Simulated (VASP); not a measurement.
# K7NaCl8 in VASP: notebook

Runs on K7NaCl8. Level: PBE. Tasks: single point.

Program: VASP 6.6.1. These are calculated values, not measurements. Logs are shortened: lines on timing, memory, paths and dates and some standing lists are left out, and cuts for length are marked.

## (1) The cell of the first run

The cell holds an amorphous packing of atoms, 16 atoms: a = 8.056 Å, b = 8.145 Å, c = 8.139 Å, α = 88.78°, β = 91.06°, γ = 89.26°.

## (2) Single point, PBE

INCAR

```
  ALGO = Normal
  EDIFF = 1E-6
  ENCUT = 520
  GGA = PE
  ISIF = 2
  ISMEAR = -1
  ISYM = 0
  LASPH = True
  LCHARG = True
  LELF = True
  LREAL = Auto
  LVHAR = True
  LWAVE = False
  NBANDS = 77
  NELM = 80
  PREC = Accurate
  SIGMA = 0.1379
```

KPOINTS

```
k-points
0
Gamma
  1 1 1
```

POSCAR

```
K7NaCl8
1.0
    8.0552110000      0.0523980000     -0.0749070000
    0.0523980000      8.1439380000      0.0866740000
   -0.0749070000      0.0866740000      8.1384140000
Na Cl K
1 8 7
Direct
    0.7772191719      0.5424827687      0.9574063208
    0.4800848113      0.5089084562      0.4362507955
   -0.0304944991      0.6144468244      0.6701664703
    0.7791054202      0.8674554312      0.0941364764
   -0.0056842271      0.4245143088      0.2057091048
    0.4161893961      0.0713357636      0.3463261445
    0.7602139901      0.2179543934      0.8090227863
    0.4638875779      0.4696145955      1.0111229352
    0.2799167674      0.9498185618      0.8034525095
    0.1925012891      0.8385604433      0.5283136624
    0.4302007335      0.2614148218      0.6723843464
    0.2357121372      0.7540019959      0.1655011800
    0.6318959996      0.2381717223      0.2037770673
    0.1005756609      0.1627108627     -0.0197191959
    0.7734600072      0.6464838183      0.4035940209
    0.6025793246      0.8300976620      0.7773514010
```

Potentials or basis: VASP PAW PBE potentials, release 64 (Na_pv, Cl, K_sv).

Launch:

```sh
$ cat potpaw_PBE.64/Na_pv/POTCAR potpaw_PBE.64/Cl/POTCAR potpaw_PBE.64/K_sv/POTCAR > POTCAR
$ mpirun -np 1 vasp_gam > vasp.out
```

OUTCAR:

```text
EDIFF = 1E-6
   ENCUT = 520
   GGA = PE
   ISIF = 2
   ISMEAR = -1
   ISYM = 0
   LASPH = True
   LREAL = Auto
   NELM = 80
   PREC = Accurate

 ion  position               nearest neighbor table
   1  0.777  0.542  0.957-   8 2.64  16 3.05
   2  0.480  0.509  0.436-  15 2.64  11 2.79  13 3.18
   3  0.970  0.614  0.670-  15 2.67  10 2.82
   4  0.779  0.867  0.094-  16 2.94  15 3.07
   5  0.994  0.425  0.206-  14 2.97  15 3.03
   6  0.416  0.071  0.346-  13 2.51  10 3.02  11 3.10
   7  0.760  0.218  0.809-  11 2.88  14 3.08
   8  0.464  0.470  0.011-   1 2.64  13 2.75  12 3.23
   9  0.280  0.950  0.803-  10 2.53  14 2.70  16 2.78  11 3.01
  10  0.193  0.839  0.528-   9 2.53   3 2.82   6 3.02  12 3.07
  11  0.430  0.261  0.672-   2 2.79   7 2.88   9 3.01   6 3.10  14 3.77
  12  0.236  0.754  0.166-  10 3.07   8 3.23  14 3.76
  13  0.632  0.238  0.204-   6 2.51   8 2.75   2 3.18
  14  0.101  0.163  0.980-   9 2.70   5 2.97   7 3.08  12 3.76  11 3.77
  15  0.773  0.646  0.404-   2 2.64   3 2.67   5 3.03   4 3.07  16 3.70
  16  0.603  0.830  0.777-   9 2.78   4 2.94   1 3.05  15 3.70

IMPORTANT INFORMATION: All symmetrisations will be switched off!
NOSYMM: (Re-)initialisation of all symmetry stuff for point group C_1.

----------------------------------------------------------------------------------------

                                     Primitive cell

  volume of cell :     533.7600

  direct lattice vectors                    reciprocal lattice vectors
     8.055211000  0.052398000 -0.074907000     0.124159224 -0.000811093  0.001151415
     0.052398000  8.143938000  0.086674000    -0.000811093  0.122809937 -0.001315390
    -0.074907000  0.086674000  8.138414000     0.001151415 -0.001315390  0.122898670

  length of vectors
     8.055729692  8.144567765  8.139220225     0.124167212  0.122819659  0.122911103

  position of ions in fractional coordinates (direct lattice)
     0.777219172  0.542482769  0.957406321
     0.480084811  0.508908456  0.436250796
     0.969505501  0.614446824  0.670166470
     0.779105420  0.867455431  0.094136476
     0.994315773  0.424514309  0.205709105
     0.416189396  0.071335764  0.346326144
[... 8 lines left out ...]
     0.773460007  0.646483818  0.403594021
     0.602579325  0.830097662  0.777351401

  ion indices of the primitive-cell ions
   primitive index   ion index
                 1           1
                 2           2
                 3           3
                 4           4
                 5           5
                 6           6
[... 8 lines left out ...]
                15          15
                16          16

[... 53 lines left out ...]
   ISIF   =      2    stress and relaxation
   ISYM   =      0    0-nonsym 1-usesym 2-fastsym
   POTIM  = 0.5000    time-step for ionic-motion
   TEBEG  =    0.0;   TEEND  =   0.0 temperature during run
   PSTRESS=    0.0 pullay stress
   NELECT =     126.0000    total number of electrons
   NUPDOWN=      -1.0000    fix difference up-down
   EMIN   =  10.00;   EMAX   =-10.00  energy-range for DOS
   EFERMI =   0.00;   METHOD = LEGACY
   ISMEAR =    -1;   SIGMA  =   0.14  broadening in eV -4-tet -1-fermi 0-gaus
   EFERMI_NEDOS =   21; number of points for ismear=-14 and -15
   IALGO  =     38    algorithm
   IMIX   =      4    mixing-type and parameters
     AMIX     =   0.40;   BMIX     =  1.00
     AMIX_MAG =   1.60;   BMIX_MAG =  1.00
  volume/ion in A,a.u.               =      33.36       225.12
  Fermi-wavevector in a.u.,A,eV,Ry     =   1.011773  1.911973 13.928070  1.023684
  Thomas-Fermi vector in A             =   2.144842
   LORBIT       =      0    0 simple, 1 ext, 2 COOP (PROOUT), +10 PAW based schemes
   GGA     = PE    functional components
   LHFCALC =     F    Hartree Fock is set to
   AEXX    =    0.0000 exact exchange contribution
   IVDW    =     0    specifies the selected vdW correction
   LEPSILON=     F    determine dielectric tensor
   LRPA    =     F    only Hartree local field effects (RPA)
 non-spin polarized calculation
  energy-cutoff  :      520.00
  volume of cell :      533.76
 maximum number of plane-waves:      7178
 NGX is ok and might be reduce to    60
   NGX = 29   NGY = 31   NGZ = 31

 number of electron     126.0000004 magnetization

 Free energy of the ion-electron system (eV)
  ---------------------------------------------------
  ext. energy  EPLUGINS =         0.00000000
  ---------------------------------------------------
  free energy    TOTEN  =       -48.99759369 eV

  energy without entropy =      -48.99758322  energy(sigma->0) =      -48.99758845

 E-fermi :   0.5285     XC(G=0):  -7.0448

 val. band max:       -1.4510930008   @ k =   0.0000   0.0000   0.0000
 cond. band min:       2.4030939223   @ k =   0.0000   0.0000   0.0000
 fundamental gap:      3.8541869231
 Fermi energy:         0.5284624772

 k-point     1 :       0.0000    0.0000    0.0000
  band No.  band energies     occupation
      1     -30.6619      2.00000
      2     -30.3265      2.00000
      3     -30.1324      2.00000
      4     -29.7728      2.00000
      5     -29.2418      2.00000
      6     -29.1488      2.00000
[... 67 lines left out ...]
     74       5.5133      0.00000
     75       5.7077      0.00000
 [bands above 75 left out]

------------------------ aborting loop because EDIFF is reached ----------------------------------------

  FORCE on cell =-STRESS in cart. coord.  units (eV):
  Direction    XX          YY          ZZ          XY          YZ          ZX
  --------------------------------------------------------------------------------------
  -------------------------------------------------------------------------------------
  Total       10.2205790      6.5142488     13.8242406      1.3783912     -1.8685965     -1.6545469
  in kB       30.6789197     19.5536980     41.4959630      4.1374909     -5.6089310     -4.9664223
  external PRESSURE =      30.5761936 kB  Pullay stress =       0.0000000 kB

 VOLUME and BASIS-vectors are now :
 -----------------------------------------------------------------------------
  energy-cutoff  :      520.00
  volume of cell :      533.76
      direct lattice vectors                 reciprocal lattice vectors
     8.055211000  0.052398000 -0.074907000     0.124159224 -0.000811093  0.001151415
     0.052398000  8.143938000  0.086674000    -0.000811093  0.122809937 -0.001315390
    -0.074907000  0.086674000  8.138414000     0.001151415 -0.001315390  0.122898670

 POSITION                                       TOTAL-FORCE (eV/Angst)
 -----------------------------------------------------------------------------------
      6.21737      4.54165      7.78057         0.568310     -0.342806     -0.025410
      3.86117      4.20749      3.55854        -0.995876      0.519595      0.220422
      7.79157      5.11290      5.43473         0.059885      0.006165      1.157520
      6.31426      7.11349      0.78295         0.414022     -0.153029      0.198618
      8.01626      3.52715      1.63646        -0.158740      0.207874     -0.041585
      3.33029      0.63278      2.79355        -1.759435     -1.644259      0.858576
[... 8 lines left out ...]
      6.23403      5.34043      3.28271         0.294199      0.364326     -1.046990
      4.83917      6.85921      6.35322         0.591388      0.057298     -0.105785
 -----------------------------------------------------------------------------------
    total drift:                                0.011715     -0.007957      0.011562

  FREE ENERGIE OF THE ION-ELECTRON SYSTEM (eV)
  ---------------------------------------------------
  free  energy   TOTEN  =       -48.9975936930 eV

  energy  without entropy=      -48.9975832155  energy(sigma->0) =      -48.99758845
```

stdout:

```text
POSCAR found type information on POSCAR NaClK
 POSCAR found :  3 types and      16 ions
 scaLAPACK will be used
 LDA part: xc-table for (Slater+PW92), standard interpolation
 POSCAR, INCAR and KPOINTS ok, starting setup
 FFT: planning ... GRIDC
 FFT: planning ... GRID_SOFT
 FFT: planning ... GRID
 WAVECAR not read
 entering main loop
```

It took 48 s on 1 thread of Intel Xeon 6975P-C (Granite Rapids), shared host; peak memory 0.5 GiB.

What came out:

| Quantity | Value |
| --- | --- |
| Free energy | -48.9976 eV |
| Pressure | 3.1 GPa |
| Largest force | 2.557 eV/Å |
| Band gap on the k mesh | 3.85 eV |

Forces on the atoms (eV/Å):
```
Na   0.568 -0.343 -0.025
Cl  -0.996  0.520  0.220
Cl   0.060  0.006  1.158
Cl   0.414 -0.153  0.199
Cl  -0.159  0.208 -0.042
Cl  -1.759 -1.644  0.859
Cl   0.290 -0.218 -0.007
Cl  -0.595  0.763 -0.820
Cl   0.455  0.159  1.403
K   -0.357 -0.563 -1.202
K   -0.156  0.259  0.125
K    0.279 -0.684 -0.603
K    1.789  0.498 -0.659
K   -0.717  0.771  0.549
K    0.294  0.364 -1.047
K    0.591  0.057 -0.106
```

Caveat: the k points lie up to 0.78 Å⁻¹ apart.

## (3) Single point, PBE

INCAR

```
PREC = Accurate
ENCUT = 520
EDIFF = 1E-6
ISMEAR = -1
SIGMA = 0.1379
LREAL = Auto
LASPH = True
NELM = 80
ALGO = Normal
ISIF = 2
LWAVE = False
LCHARG = False
GGA = PE
ISYM = 0
NBANDS = 77
```

KPOINTS

```
regular mesh
0
Gamma
  1 1 1
```

POSCAR

```
K7NaCl8
1.0
    8.0552110000      0.0523980000     -0.0749070000
    0.0523980000      8.1439380000      0.0866740000
   -0.0749070000      0.0866740000      8.1384140000
Na Cl K
1 8 7
Direct
    0.7335699015      0.5314545111      0.9680736606
    0.4300992328      0.5848433989      0.5217629291
   -0.0517795628      0.5929455851      0.6905076816
    0.7878124506      0.8109581493      0.1091367041
   -0.0313133167      0.4369100481      0.1573529771
    0.4556323685      0.0276181611      0.3498071341
    0.7706744677      0.2269377657      0.7210478981
    0.4295904654      0.4062854265      0.9430278369
    0.3114160902      0.9437839238      0.7839681930
    0.1750958613      0.7725822834      0.4983629622
    0.3259011045      0.2386029756      0.6073862303
    0.1572330936      0.6965156602      0.0740354400
    0.7839233025      0.1831061860      0.2696144233
    0.0363217683      0.1590586302     -0.0920092653
    0.7411295884      0.6377141802      0.4069334093
    0.5983268663      0.8077099903      0.7386965587
```

Potentials or basis: VASP PAW PBE potentials, release 64 (Na_pv, Cl, K_sv).

Launch:

```sh
$ cat potpaw_PBE.64/Na_pv/POTCAR potpaw_PBE.64/Cl/POTCAR potpaw_PBE.64/K_sv/POTCAR > POTCAR
$ mpirun -np 1 vasp_gam > vasp.out
```

It took 47 s on 1 thread of Intel Xeon 6975P-C (Granite Rapids), shared host; peak memory 0.5 GiB.

Results (log left out):

```
Free energy            : -48.4646 eV
Pressure               : 3.1 GPa
Largest force          : 1.833 eV/Å
Band gap on the k mesh : 3.27 eV
```

Forces in eV/Å, atoms in the order of the input:
```
Na  -0.288 -0.507 -0.678
Cl   0.545 -1.215 -0.167
Cl  -0.013  0.336  0.584
Cl   0.339  0.958 -0.379
Cl   0.271 -0.609  0.526
Cl  -0.145 -0.254 -0.047
Cl  -0.712 -0.429 -0.787
Cl  -0.132  0.353  0.365
Cl  -1.608  0.064  0.878
K   -0.790  1.122 -0.193
K    0.479  0.842 -0.192
K    0.931  0.369 -0.798
K   -1.008 -0.875  0.529
K    0.803 -0.013  0.566
K    0.112 -0.265 -0.302
K    1.216  0.121  0.094
```

Stress tensor (GPa, compression positive):
```
 3.49 -0.74 -0.77
-0.74  3.34 -1.00
-0.77 -1.00  2.52
```

Levels at points of the mesh, in eV from the valence-band top:
```csv
k point,band 59,band 60,band 61,band 62,band 63,band 64,band 65,band 66,band 67,band 68
"(0.00, 0.00, 0.00)",-0.49,-0.43,-0.13,-0.05,0.00,3.27,5.25,5.33,5.53,5.68
```

Caveat: the k points lie up to 0.78 Å⁻¹ apart.
